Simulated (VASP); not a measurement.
Wanted: the native input for a VASP 6.6.1 run.

| Item | Value |
| --- | --- |
| Task | G0W0 quasiparticle levels |
| Functional | PBE |
| Potentials or basis | VASP PAW PBE potentials, release 64 (Si_GW) |
| Cutoff | 500 eV |
| k mesh | 2 × 2 × 2 |
| Occupations | gaussian, width 0.01 eV |
| Spin | no spin polarisation |
| Dipole correction | no |
| GW scheme | G0W0 |
| GW iterations | 1 |
| Cutoff of the response function | 100 |
| Frequency points | 48 |
| Empty bands | 120 |
| Further INCAR settings | ALGO = EVGW0; EDIFF = 1e-08; NBANDS = 124 |

Si:

```xyz
2
Lattice="0.0000 2.7155 2.7155 2.7155 0.0000 2.7155 2.7155 2.7155 0.0000" Properties=species:S:1:pos:R:3 pbc="T T T"
Si    0.0000    0.0000    0.0000
Si    1.3578    1.3578    1.3578
```

One way to write it, as run:

POSCAR

```
Si
1.0
    0.0000000000      2.7155000000      2.7155000000
    2.7155000000      0.0000000000      2.7155000000
    2.7155000000      2.7155000000      0.0000000000
Si
2
Direct
    0.0000000000      0.0000000000      0.0000000000
    0.2500000000      0.2500000000      0.2500000000
```

INCAR.step1

```
SYSTEM = Si
PREC     = Accurate       ! precision mode
ENCUT    = 500            ! plane-wave cutoff, eV
EDIFF    = 1E-8           ! SCF threshold, eV
ISMEAR   = 0              ! smearing method
SIGMA    = 0.01           ! smearing width, eV
LREAL    = .False.        ! projectors in reciprocal space
LASPH    = .True.         ! aspherical terms in the spheres
NELM     = 80             ! most SCF steps
ALGO     = Normal         ! electronic algorithm
LWAVE    = .True.         ! write WAVECAR
LCHARG   = .False.        ! write CHGCAR
GGA      = PE             ! functional
```

INCAR.step2

```
SYSTEM = Si
PREC     = Accurate       ! precision mode
ENCUT    = 500            ! plane-wave cutoff, eV
EDIFF    = 1E-8           ! SCF threshold, eV
ISMEAR   = 0              ! smearing method
SIGMA    = 0.01           ! smearing width, eV
LREAL    = .False.        ! projectors in reciprocal space
LASPH    = .True.         ! aspherical terms in the spheres
NELM     = 1              ! most SCF steps
ALGO     = Exact          ! electronic algorithm
LWAVE    = .True.         ! write WAVECAR
LCHARG   = .False.        ! write CHGCAR
GGA      = PE             ! functional
NBANDS   = 124            ! bands
LOPTICS  = .True.         ! frequency-dependent dielectric function
ISTART   = 1
```

INCAR.step3

```
SYSTEM = Si
PREC     = Accurate       ! precision mode
ENCUT    = 500            ! plane-wave cutoff, eV
EDIFF    = 1E-8           ! SCF threshold, eV
ISMEAR   = 0              ! smearing method
SIGMA    = 0.01           ! smearing width, eV
LREAL    = .False.        ! projectors in reciprocal space
LASPH    = .True.         ! aspherical terms in the spheres
ALGO     = EVGW0          ! electronic algorithm
LWAVE    = .False.        ! write WAVECAR
LCHARG   = .False.        ! write CHGCAR
GGA      = PE             ! functional
NELMGW   = 1            
NBANDS   = 124            ! bands
ENCUTGW  = 100.0          ! cutoff of the response function
NOMEGA   = 48             ! frequency points
PRECFOCK = Fast         
ISTART   = 1            
NBANDSGW = 12
```

KPOINTS

```
regular mesh
0
Gamma
  2 2 2
  0 0 0
```

Potentials or basis: VASP PAW PBE potentials, release 64 (Si_GW).

Launch:

```bash
$ cat potpaw_PBE.64/Si_GW/POTCAR > POTCAR
$ cp INCAR.step1 INCAR
$ mpirun -np 1 vasp_std > vasp.out
$ cp INCAR.step2 INCAR
$ mpirun -np 1 vasp_std > vasp.out
$ cp INCAR.step3 INCAR
$ mpirun -np 1 vasp_std > vasp.out
```

Results of the run:

```json
{
 "Band gap on the k mesh, mean-field level": "0.60 eV, indirect (least direct gap 2.44 eV)",
 "Quasiparticle gap": "1.04 eV",
 "Least direct quasiparticle gap": "3.10 eV"
}
```

Caveat: the k points lie up to 1.00 Å⁻¹ apart; bands, screening cutoff and mesh are small and nothing is extrapolated, so the quasiparticle values aren't converged.

Wall time 22 s on 1 thread of Intel(R) Xeon(R) Platinum 8488C (Sapphire Rapids), with other jobs on the host, peak memory 0.24 GiB.
